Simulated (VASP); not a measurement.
# CoO (F-43m) in VASP: single point with PBE+U

Aim: the single point of CoO with PBE+U.

Program: VASP 6.6.1. These are calculated values, not measurements. Logs are shortened: lines on timing, memory, paths and dates and some standing lists are left out, and cuts for length are marked.

## (1) The cell of the first run

Symmetry: F-43m, No. 216, cubic system. Conventional cell: a = 4.511 Å, b = 4.511 Å, c = 4.511 Å, α = 90.00°, β = 90.00°, γ = 90.00°. Within 2.6 Å of Co (site symmetry -43m) lie 4 O at 1.95 Å. Within 2.6 Å of O (site symmetry -43m) lie 4 Co at 1.95 Å.

## (2) Single point, PBE+U, collinear spin, ferromagnetic start

INCAR

```
  PREC = Accurate
  ENCUT = 700
  EDIFF = 1E-6
  ISMEAR = 0
  SIGMA = 0.02
  LREAL = False
  LASPH = True
  NELM = 200
  ALGO = Normal
  ISIF = 2
  LWAVE = False
  LCHARG = False
  ISPIN = 2
  MAGMOM = 3 0
  LORBIT = 11
  LMAXMIX = 4
  LDAU = True
  LDAUTYPE = 2
  LDAUL = 2 -1
  LDAUU = 3.32 0
  LDAUJ = 0 0
  LDAUPRINT = 1
  GGA = PE
  NBANDS = 22
  GGA_COMPAT = False
```

KPOINTS

```
Automatic mesh
0
Gamma
  14 14 14
```

POSCAR

```
CoO
1.0
    0.0000000000      2.2556814567      2.2556814567
    2.2556814567      0.0000000000      2.2556814567
    2.2556814567      2.2556814567      0.0000000000
Co O
1 1
Direct
    0.0000000000      0.0000000000      0.0000000000
    0.2500000000      0.2500000000      0.2500000000
```

Potentials or basis: VASP PAW PBE potentials, release 64 (Co_sv, O).

Run with:

```bash
$ cat potpaw_PBE.64/Co_sv/POTCAR potpaw_PBE.64/O/POTCAR > POTCAR
$ mpirun -np 1 vasp_std > vasp.out
```

OUTCAR:

```text
PREC = Accurate
   ENCUT = 700
   EDIFF = 1E-6
   ISMEAR = 0
   LREAL = False
   LASPH = True
   NELM = 200
   ISIF = 2
   ISPIN = 2
   LORBIT = 11
   GGA = PE

 ion  position               nearest neighbor table
   1  0.000  0.000  0.000-   2 1.95   2 1.95   2 1.95   2 1.95
   2  0.250  0.250  0.250-   1 1.95   1 1.95   1 1.95   1 1.95

  LATTYP: Found a face centered cubic cell.
 ALAT       =     4.5113629134

  Lattice vectors:

 A1 = (   0.0000000000,   2.2556814567,   2.2556814567)
 A2 = (   2.2556814567,   0.0000000000,   2.2556814567)
 A3 = (   2.2556814567,   2.2556814567,   0.0000000000)

Analysis of symmetry for initial positions (statically):
=====================================================================
 Subroutine PRICEL returns:
 Original cell was already a primitive cell.

 Routine SETGRP: Setting up the symmetry group for a
 face centered cubic supercell.

 Subroutine GETGRP returns: Found 24 space group operations
 (whereof 24 operations were pure point group operations)
 out of a pool of 48 trial point group operations.

The static configuration has the point symmetry T_d .

Analysis of symmetry for dynamics (positions and initial velocities):
=====================================================================
 Subroutine PRICEL returns:
 Original cell was already a primitive cell.

 Routine SETGRP: Setting up the symmetry group for a
 face centered cubic supercell.

 Subroutine GETGRP returns: Found 24 space group operations
 (whereof 24 operations were pure point group operations)
 out of a pool of 48 trial point group operations.

The dynamic configuration has the point symmetry T_d .

Analysis of structural, dynamic, and magnetic symmetry:
=====================================================================
 Subroutine PRICEL returns:
 Original cell was already a primitive cell.

 Routine SETGRP: Setting up the symmetry group for a
 face centered cubic supercell.

 Subroutine GETGRP returns: Found 24 space group operations
 (whereof 24 operations were pure point group operations)
 out of a pool of 48 trial point group operations.

The overall configuration has the point symmetry T_d .

 Subroutine INISYM returns: Found 24 space group operations
 (whereof 24 operations are pure point group operations),
 and found     1 'primitive' translations

----------------------------------------------------------------------------------------

                                     Primitive cell

  volume of cell :      22.9543

  direct lattice vectors                    reciprocal lattice vectors
     0.000000000  2.255681457  2.255681457    -0.221662504  0.221662504  0.221662504
     2.255681457  0.000000000  2.255681457     0.221662504 -0.221662504  0.221662504
     2.255681457  2.255681457  0.000000000     0.221662504  0.221662504 -0.221662504

  length of vectors
     3.190015308  3.190015308  3.190015308     0.383930719  0.383930719  0.383930719

  position of ions in fractional coordinates (direct lattice)
     0.000000000  0.000000000  0.000000000
     0.250000000  0.250000000  0.250000000

  ion indices of the primitive-cell ions
   primitive index   ion index
                 1           1
                 2           2

----------------------------------------------------------------------------------------

 KPOINTS: Automatic mesh

Automatic generation of k-mesh.
[... 64 lines left out ...]
   ENCUT  =  700.0 eV  51.45 Ry    7.17 a.u.   6.88  6.88  6.88*2*pi/ulx,y,z
   NELM   =    200;   NELMIN=  2; NELMDL= -5     # of ELM steps
   EDIFF  = 0.1E-05   stopping-criterion for ELM
   LREAL  =      F    real-space projection
   EDIFFG = 0.1E-04   stopping-criterion for IOM
   NSW    =      0    number of steps for IOM
   IBRION =     -1    ionic relax: 0-MD 1-quasi-New 2-CG
   NFREE  =      0    steps in history (QN), initial steepest desc. (CG)
   ISIF   =      2    stress and relaxation
   ISYM   =      2    0-nonsym 1-usesym 2-fastsym
   POTIM  = 0.5000    time-step for ionic-motion
   TEBEG  =    0.0;   TEEND  =   0.0 temperature during run
   PSTRESS=    0.0 pullay stress
   NELECT =      23.0000    total number of electrons
   NUPDOWN=      -1.0000    fix difference up-down
   EMIN   =  10.00;   EMAX   =-10.00  energy-range for DOS
   EFERMI =   0.00;   METHOD = LEGACY
   ISMEAR =     0;   SIGMA  =   0.02  broadening in eV -4-tet -1-fermi 0-gaus
   EFERMI_NEDOS =   21; number of points for ismear=-14 and -15
   IALGO  =     38    algorithm
   IMIX   =      4    mixing-type and parameters
     AMIX     =   0.40;   BMIX     =  1.00
     AMIX_MAG =   1.60;   BMIX_MAG =  1.00
  volume/ion in A,a.u.               =      11.48        77.45
  Fermi-wavevector in a.u.,A,eV,Ry     =   1.638185  3.095721 36.513287  2.683651
  Thomas-Fermi vector in A             =   2.729200
   LORBIT       =     11    0 simple, 1 ext, 2 COOP (PROOUT), +10 PAW based schemes
 LDA+U is selected, type is set to LDAUTYPE =  2
   angular momentum for each species LDAUL =     2   -1
   U (eV)           for each species LDAUU =   3.3  0.0
   J (eV)           for each species LDAUJ =   0.0  0.0
   GGA     = PE    functional components
   LHFCALC =     F    Hartree Fock is set to
   AEXX    =    0.0000 exact exchange contribution
   IVDW    =     0    specifies the selected vdW correction
   LEPSILON=     F    determine dielectric tensor
   LRPA    =     F    only Hartree local field effects (RPA)
 spin polarized calculation
 Gauss-broadening in eV      SIGMA  =   0.02
  energy-cutoff  :      700.00
  volume of cell :       22.95
 maximum number of plane-waves:       982
   NGX = 13   NGY = 13   NGZ = 13

atom =   1  type =  1  l = 2

 onsite density matrix

spin component  1

  0.9322  0.0000 -0.0000  0.0000 -0.0000
  0.0000  0.9322 -0.0000 -0.0000 -0.0000
 -0.0000 -0.0000  0.9245 -0.0000 -0.0000
  0.0000 -0.0000 -0.0000  0.9322  0.0000
 -0.0000 -0.0000 -0.0000  0.0000  0.9245

spin component  2

  0.0957  0.0000  0.0000  0.0000 -0.0000
  0.0000  0.0957 -0.0000  0.0000 -0.0000
  0.0000 -0.0000  0.8958 -0.0000  0.0000
  0.0000  0.0000 -0.0000  0.0957 -0.0000
 -0.0000 -0.0000  0.0000 -0.0000  0.8958

 occupancies and eigenvectors

  o =  0.0957  v =  0.0000  0.0000  0.0000  0.0000  0.0000  0.0000 -0.0470 -0.0000  0.9989 -0.0000      0.0000  0.0000  0.0000  0.0000  0.0000  0.0000  0.0000  0.0000  0.0000  0.0000
  o =  0.0957  v =  0.0000  0.0000  0.0000  0.0000  0.0000  0.0000  0.9989  0.0000  0.0470 -0.0000      0.0000  0.0000  0.0000  0.0000  0.0000  0.0000  0.0000  0.0000  0.0000  0.0000
  o =  0.0957  v =  0.0000  0.0000  0.0000  0.0000  0.0000  1.0000  0.0000  0.0000  0.0000  0.0000      0.0000  0.0000  0.0000  0.0000  0.0000  0.0000  0.0000  0.0000  0.0000  0.0000
  o =  0.8958  v =  0.0000  0.0000  0.0000  0.0000  0.0000  0.0000  0.0000  0.0322  0.0000 -0.9995      0.0000  0.0000  0.0000  0.0000  0.0000  0.0000  0.0000  0.0000  0.0000  0.0000
  o =  0.8958  v =  0.0000  0.0000  0.0000  0.0000  0.0000  0.0000 -0.0000 -0.9995 -0.0000 -0.0322      0.0000  0.0000  0.0000  0.0000  0.0000  0.0000  0.0000  0.0000  0.0000  0.0000
  o =  0.9245  v =  0.0000  0.0000  0.0237  0.0000  0.9997  0.0000  0.0000  0.0000  0.0000  0.0000      0.0000  0.0000  0.0000  0.0000  0.0000  0.0000  0.0000  0.0000  0.0000  0.0000
  o =  0.9245  v =  0.0000  0.0000  0.9997 -0.0000 -0.0237  0.0000  0.0000  0.0000  0.0000  0.0000      0.0000  0.0000  0.0000  0.0000  0.0000  0.0000  0.0000  0.0000  0.0000  0.0000
  o =  0.9322  v =  0.0000  0.9991 -0.0000 -0.0417 -0.0000  0.0000  0.0000  0.0000  0.0000  0.0000      0.0000  0.0000  0.0000  0.0000  0.0000  0.0000  0.0000  0.0000  0.0000  0.0000
  o =  0.9322  v =  0.0000 -0.0417 -0.0000 -0.9991  0.0000  0.0000  0.0000  0.0000  0.0000  0.0000      0.0000  0.0000  0.0000  0.0000  0.0000  0.0000  0.0000  0.0000  0.0000  0.0000
  o =  0.9322  v =  1.0000  0.0000  0.0000  0.0000  0.0000  0.0000  0.0000  0.0000  0.0000  0.0000      0.0000  0.0000  0.0000  0.0000  0.0000  0.0000  0.0000  0.0000  0.0000  0.0000

 number of electron      23.0000016 magnetization       2.9999948

 Free energy of the ion-electron system (eV)
  ---------------------------------------------------
  ext. energy  EPLUGINS =         0.00000000
  ---------------------------------------------------
  free energy    TOTEN  =       -11.78169074 eV

  energy without entropy =      -11.78169074  energy(sigma->0) =      -11.78169074

 E-fermi :   6.8752     XC(G=0): -11.3215

 val. band max:        6.6091178134   @ k =   0.0000   0.0000   0.0000
 cond. band min:       6.9633579085   @ k =   0.0000   0.0000   0.0000
 fundamental gap:      0.3542400951
 Fermi energy:         6.8751616753

 spin component 1

 k-point     1 :       0.0000    0.0000    0.0000
  band No.  band energies     occupation
      1     -89.7416      1.00000
      2     -53.0114      1.00000
      3     -53.0114      1.00000
      4     -53.0114      1.00000
      5     -12.7142      1.00000
      6       0.1443      1.00000
[... 1193 lines left out ...]
     21      32.5944      0.00000
     22      33.3440      0.00000

 [... further k-points ...]

------------------------ aborting loop because EDIFF is reached ----------------------------------------

  FORCE on cell =-STRESS in cart. coord.  units (eV):
  Direction    XX          YY          ZZ          XY          YZ          ZX
  --------------------------------------------------------------------------------------
  -------------------------------------------------------------------------------------
  Total        1.6235135      1.6235135      1.6235135      0.0000000      0.0000000      0.0000000
  in kB      113.3191168    113.3191168    113.3191168      0.0000000      0.0000000      0.0000000
  external PRESSURE =     113.3191168 kB  Pullay stress =       0.0000000 kB

 VOLUME and BASIS-vectors are now :
 -----------------------------------------------------------------------------
  energy-cutoff  :      700.00
  volume of cell :       22.95
      direct lattice vectors                 reciprocal lattice vectors
     0.000000000  2.255681457  2.255681457    -0.221662504  0.221662504  0.221662504
     2.255681457  0.000000000  2.255681457     0.221662504 -0.221662504  0.221662504
     2.255681457  2.255681457  0.000000000     0.221662504  0.221662504 -0.221662504

 POSITION                                       TOTAL-FORCE (eV/Angst)
 -----------------------------------------------------------------------------------
      0.00000      0.00000      0.00000        -0.000000     -0.000000     -0.000000
      1.12784      1.12784      1.12784         0.000000      0.000000      0.000000
 -----------------------------------------------------------------------------------
    total drift:                               -0.000000     -0.000000     -0.000000

  FREE ENERGIE OF THE ION-ELECTRON SYSTEM (eV)
  ---------------------------------------------------
  free  energy   TOTEN  =       -11.7816907402 eV

  energy  without entropy=      -11.7816907402  energy(sigma->0) =      -11.78169074

 total charge

# of ion       s       p       d       tot
------------------------------------------
    1        2.176   6.095   6.697  14.968
    2        1.543   3.502   0.000   5.045
--------------------------------------------------
tot          3.719   9.597   6.697  20.013

 magnetization (x)

# of ion       s       p       d       tot
------------------------------------------
    1        0.013   0.025   2.562   2.600
    2        0.017   0.183   0.000   0.200
--------------------------------------------------
tot          0.031   0.208   2.562   2.801
```

Run time: 3.6 min. Hardware: 1 thread of Intel Xeon Platinum 8375C at 2.90GHz (Ice Lake), shared host; peak memory 0.25 GiB.

What came out:

```
Free energy                                           : -11.7817 eV
Pressure                                              : 11.3 GPa
Band gap on the k mesh                                : 0.35 eV
Net moment                                            : 3.00 μB per cell
Site moments                                          : Co +2.60; O +0.20 μB
Valence electrons inside the program's atomic spheres : Co 14.97; O 5.04
```

Eigenvalues of the final occupation matrices:
```csv
site,spin,trace,eigenvalues
site 1 d,1,4.65,0.92 0.92 0.93 0.93 0.93
site 1 d,2,2.08,0.10 0.10 0.10 0.90 0.90
```

Caveat: the cell stands under pressure; a cell with one magnetic atom can't hold antiferromagnetic order, which such compounds often take.
